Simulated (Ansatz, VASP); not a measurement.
P in VASP and in Ansatz

The input INCAR:

```
  PREC = Accurate
  ENCUT = 600
  EDIFF = 1E-7
  ISMEAR = 0
  SIGMA = 0.1
  LREAL = False
  LASPH = True
  NELM = 60
  ALGO = Normal
  ISIF = 3
  LWAVE = False
  LCHARG = False
  GGA = PE
  IBRION = 2
  NSW = 100
  EDIFFG = -0.01
```

The input KPOINTS:

```
regular mesh
0
Gamma
  24 24 24
```

The input POSCAR:

```
P
1.0
   -2.3429920575      2.3429920575      1.3763245523
    2.3429920575     -2.3429920575      1.3763245523
    2.3429920575      2.3429920575     -1.3763245523
P
2
Direct
    0.0000000000      0.0000000000      0.0000000000
    0.7500000000      0.2500000000      0.5000000000
```

Input for Ansatz:

```yaml
crystal:
  lattice:
    - [-2.3429920575, 2.3429920575, 1.3763245523]
    - [2.3429920575, -2.3429920575, 1.3763245523]
    - [2.3429920575, 2.3429920575, -1.3763245523]
  atoms:
    - { symbol: P, position: [0.0, 0.0, 0.0] }
    - { symbol: P, position: [0.75, 0.25, 0.5] }
basis:
  ecutwfc: 420
kpoints:
  mp_grid: { grid: [24, 24, 24] }
hamiltonian:
  xc: pbe
scf:
  occupations: { method: gaussian, width: 0.1 }
output:
  forces: true
  stress: true
  eigenvalues: true
relax:
  adjacent_minimum: "off"
  f_tol: 0.01
  max_steps: 80
  cell: { stress_tol: 0.05 }
```

Alike in both runs: task relaxation of cell and atoms; functional PBE; k mesh 24 × 24 × 24; occupations gaussian, width 0.1 eV; no spin polarisation.

|  | VASP | Ansatz |
| --- | --- | --- |
| version | VASP 6.6.1 | Ansatz 0.2.0 |
| potentials or method | VASP PAW PBE potentials, release 64 (P), cutoff 600 eV | scalar-relativistic, plane waves, PAW |
| valence electrons in the cell | 10 | 10 |

VASP gave:

| Quantity | Value |
| --- | --- |
| gap on the k mesh at the Fermi level, each at its own relaxed structure (eV) | none |
| relaxed volume (Å³/atom) | 15.01 |
| relaxed length of the cell vector where the two differ most in proportion (Å) | 3.675 |

**Question.** Estimate Ansatz's values.

**Answer.** gap on the k mesh at the Fermi level, each at its own relaxed structure (eV): none; relaxed volume (Å³/atom): 15.04; relaxed length of the cell vector where the two differ most in proportion (Å): 3.677.

A gap of «none» marks a metal or a gap that the smearing closes.
